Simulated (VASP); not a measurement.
# AlAs4 (P-43m) in VASP: single point with PBE

Aim: the single point of AlAs4 with PBE.

All numbers are computed with VASP 6.6.1; they aren't measurements. Logs are shortened: lines on timing, memory, paths and dates and some standing lists are left out, and cuts for length are marked.

## 1. The cell of the first run

Symmetry: P-43m, No. 215, cubic system. The conventional cell has a = 4.843 Å, b = 4.843 Å, c = 4.843 Å, α = 90.00°, β = 90.00°, γ = 90.00°. Al (site symmetry -43m) has 4 As at 2.57 Å within 3.4 Å. As (site symmetry 3m) has 1 Al at 2.57 Å and 3 As at 2.66 Å within 3.4 Å.

## 2. Single point, PBE

File INCAR:

```
PREC = Accurate ; ENCUT = 500
EDIFF = 1E-6 ; ISMEAR = 0
SIGMA = 0.2 ; LREAL = F
LASPH = T ; NELM = 120
ALGO = Normal ; ISIF = 2
LWAVE = F ; LCHARG = T
GGA = PE ; LELF = T
LVHAR = T ; NBANDS = 20
GGA_COMPAT = F
```

File KPOINTS:

```
regular mesh
0
Gamma
  4 4 4
```

File POSCAR:

```
AlAs4
1.0
    4.8429249257      0.0000000000      0.0000000000
    0.0000000000      4.8429249257      0.0000000000
    0.0000000000      0.0000000000      4.8429249257
Al As
1 4
Direct
    0.0000000000      0.0000000000      0.0000000000
    0.6940394657      0.3059605343      0.6940394657
    0.3059605343      0.6940394657      0.6940394657
    0.6940394657      0.6940394657      0.3059605343
    0.3059605343      0.3059605343      0.3059605343
```

Potentials or basis: VASP PAW PBE potentials, release 64 (Al, As).

Run with:

```sh
$ cat potpaw_PBE.64/Al/POTCAR potpaw_PBE.64/As/POTCAR > POTCAR
$ mpirun -np 1 vasp_std > vasp.out
```

OUTCAR:

```text
PREC = Accurate
   ENCUT = 500
   EDIFF = 1E-6
   ISMEAR = 0
   LREAL = F
   LASPH = T
   NELM = 120
   ISIF = 2
   GGA = PE

 ion  position               nearest neighbor table
   1  0.000  0.000  0.000-   2 2.57   3 2.57   4 2.57   5 2.57
   2  0.694  0.306  0.694-   1 2.57   3 2.66   4 2.66   5 2.66
   3  0.306  0.694  0.694-   1 2.57   2 2.66   4 2.66   5 2.66
   4  0.694  0.694  0.306-   1 2.57   2 2.66   3 2.66   5 2.66
   5  0.306  0.306  0.306-   1 2.57   2 2.66   3 2.66   4 2.66

  LATTYP: Found a simple cubic cell.
 ALAT       =     4.8429249257

  Lattice vectors:

 A1 = (   4.8429249257,   0.0000000000,   0.0000000000)
 A2 = (   0.0000000000,   4.8429249257,   0.0000000000)
 A3 = (   0.0000000000,   0.0000000000,   4.8429249257)

Analysis of symmetry for initial positions (statically):
=====================================================================
 Subroutine PRICEL returns:
 Original cell was already a primitive cell.

 Routine SETGRP: Setting up the symmetry group for a
 simple cubic supercell.

 Subroutine GETGRP returns: Found 24 space group operations
 (whereof 24 operations were pure point group operations)
 out of a pool of 48 trial point group operations.

The static configuration has the point symmetry T_d .

Analysis of symmetry for dynamics (positions and initial velocities):
=====================================================================
 Subroutine PRICEL returns:
 Original cell was already a primitive cell.

 Routine SETGRP: Setting up the symmetry group for a
 simple cubic supercell.

 Subroutine GETGRP returns: Found 24 space group operations
 (whereof 24 operations were pure point group operations)
 out of a pool of 48 trial point group operations.

The dynamic configuration has the point symmetry T_d .

 Subroutine INISYM returns: Found 24 space group operations
 (whereof 24 operations are pure point group operations),
 and found     1 'primitive' translations

----------------------------------------------------------------------------------------

                                     Primitive cell

  volume of cell :     113.5856

  direct lattice vectors                    reciprocal lattice vectors
     4.842924926  0.000000000  0.000000000     0.206486785  0.000000000  0.000000000
     0.000000000  4.842924926  0.000000000     0.000000000  0.206486785  0.000000000
     0.000000000  0.000000000  4.842924926     0.000000000  0.000000000  0.206486785

  length of vectors
     4.842924926  4.842924926  4.842924926     0.206486785  0.206486785  0.206486785

  position of ions in fractional coordinates (direct lattice)
     0.000000000  0.000000000  0.000000000
     0.694039466  0.305960534  0.694039466
     0.305960534  0.694039466  0.694039466
     0.694039466  0.694039466  0.305960534
     0.305960534  0.305960534  0.305960534

  ion indices of the primitive-cell ions
   primitive index   ion index
                 1           1
                 2           2
                 3           3
                 4           4
                 5           5

----------------------------------------------------------------------------------------

 KPOINTS: regular mesh

Automatic generation of k-mesh.
 Grid dimensions read from file:
 generate k-points for:    4    4    4

 Generating k-lattice:

  Cartesian coordinates                     Fractional coordinates (reciprocal lattice)
     0.051621696  0.000000000  0.000000000     0.250000000  0.000000000  0.000000000
     0.000000000  0.051621696  0.000000000     0.000000000  0.250000000  0.000000000
     0.000000000  0.000000000  0.051621696     0.000000000  0.000000000  0.250000000

  Length of vectors
     0.051621696  0.051621696  0.051621696

  Shift w.r.t. Gamma in fractional coordinates (k-lattice)
     0.000000000  0.000000000  0.000000000

 Subroutine IBZKPT returns following result:
 ===========================================

 Found     10 irreducible k-points:

 Following reciprocal coordinates:
            Coordinates               Weight
  0.000000  0.000000  0.000000      1.000000
  0.250000  0.000000  0.000000      6.000000
  0.500000  0.000000  0.000000      3.000000
  0.250000  0.250000  0.000000     12.000000
  0.500000  0.250000  0.000000     12.000000
  0.500000  0.500000  0.000000      3.000000
  0.250000  0.250000  0.250000      8.000000
  0.500000  0.250000  0.250000     12.000000
  0.500000  0.500000  0.250000      6.000000
  0.500000  0.500000  0.500000      1.000000
   k-points           NKPTS =     10   k-points in BZ     NKDIM =     10   number of bands    NBANDS=     20
   number of dos      NEDOS =    301   number of ions     NIONS =      5
   total plane-waves  NPLWV =  46656
   dimension x,y,z NGX =    36 NGY =   36 NGZ =   36
   dimension x,y,z NGXF=    72 NGYF=   72 NGZF=   72
   ions per type =               1   4
   NGX,Y,Z   is equivalent  to a cutoff of  12.36, 12.36, 12.36 a.u.
   NGXF,Y,Z  is equivalent  to a cutoff of  24.72, 24.72, 24.72 a.u.
 SYSTEM =  unknown system
   PREC   = accura    normal or accurate (medium, high low for compatibility)
   ISTART =      0    job   : 0-new  1-cont  2-samecut
   ICHARG =      2    charge: 1-file 2-atom 10-const
   ISPIN  =      1    spin polarized calculation?
   LNONCOLLINEAR =      F non collinear calculations
   LSORBIT =      F    spin-orbit coupling
   LASPH  =      T    aspherical Exc in radial PAW
   ENCUT  =  500.0 eV  36.75 Ry    6.06 a.u.   8.83  8.83  8.83*2*pi/ulx,y,z
   NELM   =    120;   NELMIN=  2; NELMDL= -5     # of ELM steps
   EDIFF  = 0.1E-05   stopping-criterion for ELM
   LREAL  =      F    real-space projection
   EDIFFG = 0.1E-04   stopping-criterion for IOM
   NSW    =      0    number of steps for IOM
   IBRION =     -1    ionic relax: 0-MD 1-quasi-New 2-CG
   NFREE  =      0    steps in history (QN), initial steepest desc. (CG)
   ISIF   =      2    stress and relaxation
   ISYM   =      2    0-nonsym 1-usesym 2-fastsym
   POTIM  = 0.5000    time-step for ionic-motion
   TEBEG  =    0.0;   TEEND  =   0.0 temperature during run
   PSTRESS=    0.0 pullay stress
   NELECT =      23.0000    total number of electrons
   NUPDOWN=      -1.0000    fix difference up-down
   EMIN   =  10.00;   EMAX   =-10.00  energy-range for DOS
   EFERMI =   0.00;   METHOD = LEGACY
   ISMEAR =     0;   SIGMA  =   0.20  broadening in eV -4-tet -1-fermi 0-gaus
   EFERMI_NEDOS =   21; number of points for ismear=-14 and -15
   IALGO  =     38    algorithm
   IMIX   =      4    mixing-type and parameters
     AMIX     =   0.40;   BMIX     =  1.00
     AMIX_MAG =   1.60;   BMIX_MAG =  1.00
  volume/ion in A,a.u.               =      22.72       153.30
  Fermi-wavevector in a.u.,A,eV,Ry     =   0.961339  1.816667 12.574122  0.924172
  Thomas-Fermi vector in A             =   2.090702
   LORBIT       =      0    0 simple, 1 ext, 2 COOP (PROOUT), +10 PAW based schemes
   GGA     = PE    functional components
   LHFCALC =     F    Hartree Fock is set to
   AEXX    =    0.0000 exact exchange contribution
   IVDW    =     0    specifies the selected vdW correction
   LEPSILON=     F    determine dielectric tensor
   LRPA    =     F    only Hartree local field effects (RPA)
 non-spin polarized calculation
 Gauss-broadening in eV      SIGMA  =   0.20
  energy-cutoff  :      500.00
  volume of cell :      113.59
 maximum number of plane-waves:      2897
 NGX is ok and might be reduce to    36
   NGX = 17   NGY = 17   NGZ = 17

 number of electron      23.0000004 magnetization

 Free energy of the ion-electron system (eV)
  ---------------------------------------------------
  ext. energy  EPLUGINS =         0.00000000
  ---------------------------------------------------
  free energy    TOTEN  =       -19.77764527 eV

  energy without entropy =      -19.66507117  energy(sigma->0) =      -19.72135822

 E-fermi :   4.8833     XC(G=0):  -9.6311

 val. band max:        4.8298256817   @ k =   0.5000   0.2500   0.0000
 cond. band min:       4.9274492234   @ k =   0.2500   0.2500   0.0000
 fundamental gap:      0.0976235417
 Fermi energy:         4.8832821221

 k-point     1 :       0.0000    0.0000    0.0000
  band No.  band energies     occupation
      1      -9.4875      2.00000
      2      -4.9026      2.00000
      3      -4.9026      2.00000
      4      -4.9026      2.00000
      5      -2.4246      2.00000
      6       0.5937      2.00000
[... 12 lines left out ...]
     19       9.0113      0.00000
     20       9.0113      0.00000

 k-point     2 :       0.2500    0.0000    0.0000
  band No.  band energies     occupation
      1      -9.2661      2.00000
      2      -5.8308      2.00000
      3      -4.8404      2.00000
      4      -4.8404      2.00000
      5      -1.6118      2.00000
      6       0.8719      2.00000
[... 12 lines left out ...]
     19       9.3428      0.00000
     20       9.3428      0.00000

 k-point     3 :       0.5000    0.0000    0.0000
  band No.  band energies     occupation
      1      -8.9638      2.00000
      2      -6.6031      2.00000
      3      -4.7750      2.00000
      4      -4.7750      2.00000
      5      -0.6140      2.00000
      6       0.2421      2.00000
[... 12 lines left out ...]
     19      10.5348      0.00000
     20      11.0707      0.00000

 k-point     4 :       0.2500    0.2500    0.0000
  band No.  band energies     occupation
      1      -9.0564      2.00000
      2      -5.7932      2.00000
      3      -5.4894      2.00000
      4      -4.8754      2.00000
      5      -0.9996      2.00000
      6       0.5101      2.00000
[... 12 lines left out ...]
     19       9.7661      0.00000
     20      10.1128      0.00000

 k-point     5 :       0.5000    0.2500    0.0000
  band No.  band energies     occupation
      1      -8.7769      2.00000
      2      -6.3654      2.00000
      3      -5.3640      2.00000
      4      -4.9901      2.00000
      5      -0.2879      2.00000
      6      -0.2826      2.00000
[... 12 lines left out ...]
     19      10.6024      0.00000
     20      11.2288      0.00000

 k-point     6 :       0.5000    0.5000    0.0000
  band No.  band energies     occupation
      1      -8.5388      2.00000
      2      -5.9340      2.00000
      3      -5.9340      2.00000
      4      -5.4200      2.00000
      5      -0.5784      2.00000
      6       0.0876      2.00000
[... 12 lines left out ...]
     19      11.2550      0.00000
     20      11.2550      0.00000

 k-point     7 :       0.2500    0.2500    0.2500
  band No.  band energies     occupation
      1      -8.8591      2.00000
      2      -5.7642      2.00000
      3      -5.3958      2.00000
      4      -5.3958      2.00000
      5      -1.2055      2.00000
      6       0.6470      2.00000
[... 12 lines left out ...]
     19       9.5504      0.00000
     20      11.0129      0.00000

 k-point     8 :       0.5000    0.2500    0.2500
  band No.  band energies     occupation
      1      -8.6022      2.00000
      2      -6.1645      2.00000
      3      -5.4612      2.00000
      4      -5.2937      2.00000
      5      -1.4497      2.00000
      6       0.0570      2.00000
[... 12 lines left out ...]
     19      10.4978      0.00000
     20      11.2456      0.00000

 k-point     9 :       0.5000    0.5000    0.2500
  band No.  band energies     occupation
      1      -8.3847      2.00000
      2      -5.8240      2.00000
      3      -5.8240      2.00000
      4      -5.5244      2.00000
      5      -1.7592      2.00000
      6       0.0946      2.00000
[... 12 lines left out ...]
     19      10.7947      0.00000
     20      10.7947      0.00000

 k-point    10 :       0.5000    0.5000    0.5000
  band No.  band energies     occupation
      1      -8.2003      2.00000
      2      -5.7017      2.00000
      3      -5.7017      2.00000
      4      -5.7017      2.00000
      5      -2.1230      2.00000
      6      -0.6006      2.00000
[... 12 lines left out ...]
     19       9.5812      0.00000
     20       9.5812      0.00000

------------------------ aborting loop because EDIFF is reached ----------------------------------------

  FORCE on cell =-STRESS in cart. coord.  units (eV):
  Direction    XX          YY          ZZ          XY          YZ          ZX
  --------------------------------------------------------------------------------------
  -------------------------------------------------------------------------------------
  Total        0.0013410      0.0013410      0.0013410      0.0000000      0.0000000      0.0000000
  in kB        0.0189155      0.0189155      0.0189155      0.0000000      0.0000000      0.0000000
  external PRESSURE =       0.0189155 kB  Pullay stress =       0.0000000 kB

 VOLUME and BASIS-vectors are now :
 -----------------------------------------------------------------------------
  energy-cutoff  :      500.00
  volume of cell :      113.59
      direct lattice vectors                 reciprocal lattice vectors
     4.842924926  0.000000000  0.000000000     0.206486785  0.000000000  0.000000000
     0.000000000  4.842924926  0.000000000     0.000000000  0.206486785  0.000000000
     0.000000000  0.000000000  4.842924926     0.000000000  0.000000000  0.206486785

 POSITION                                       TOTAL-FORCE (eV/Angst)
 -----------------------------------------------------------------------------------
      0.00000      0.00000      0.00000         0.000000      0.000000      0.000000
      3.36118      1.48174      3.36118         0.072881     -0.072881      0.072881
      1.48174      3.36118      3.36118        -0.072881      0.072881      0.072881
      3.36118      3.36118      1.48174         0.072881      0.072881     -0.072881
      1.48174      1.48174      1.48174        -0.072881     -0.072881     -0.072881
 -----------------------------------------------------------------------------------
    total drift:                               -0.000000     -0.000000      0.000000

  FREE ENERGIE OF THE ION-ELECTRON SYSTEM (eV)
  ---------------------------------------------------
  free  energy   TOTEN  =       -19.7776452659 eV

  energy  without entropy=      -19.6650711716  energy(sigma->0) =      -19.72135822
```

Wall time 33 s (1 thread of Intel Xeon 8259CL, shared host); peak memory 0.2 GiB.

What came out:

- Free energy: -19.7776 eV
- Pressure: 0.0 GPa
- Largest force: 0.126 eV/Å

Forces in eV/Å, atoms in the order of the input:
```
Al   0.000  0.000  0.000
As   0.073 -0.073  0.073
As  -0.073  0.073  0.073
As   0.073  0.073 -0.073
As  -0.073 -0.073 -0.073
```

Levels at points of the mesh, in eV from the Fermi level:
```tsv
k point	band 7	band 8	band 9	band 10	band 11	band 12	band 13	band 14	band 15	band 16
(0.00, 0.00, 0.00)	-4.29	-2.29	-2.29	-2.29	0.61	0.61	0.61	0.85	1.55	1.55
(0.50, 0.00, 0.00)	-3.60	-3.20	-3.20	-1.49	-1.38	-1.35	0.91	0.91	1.25	1.25
(0.50, 0.50, 0.00)	-3.52	-3.52	-2.64	-1.66	-1.66	-1.40	0.29	1.74	1.74	2.86
(0.50, 0.50, 0.50)	-5.48	-5.48	0.57	0.57	1.44	1.44	1.44	1.49	2.63	2.63
```
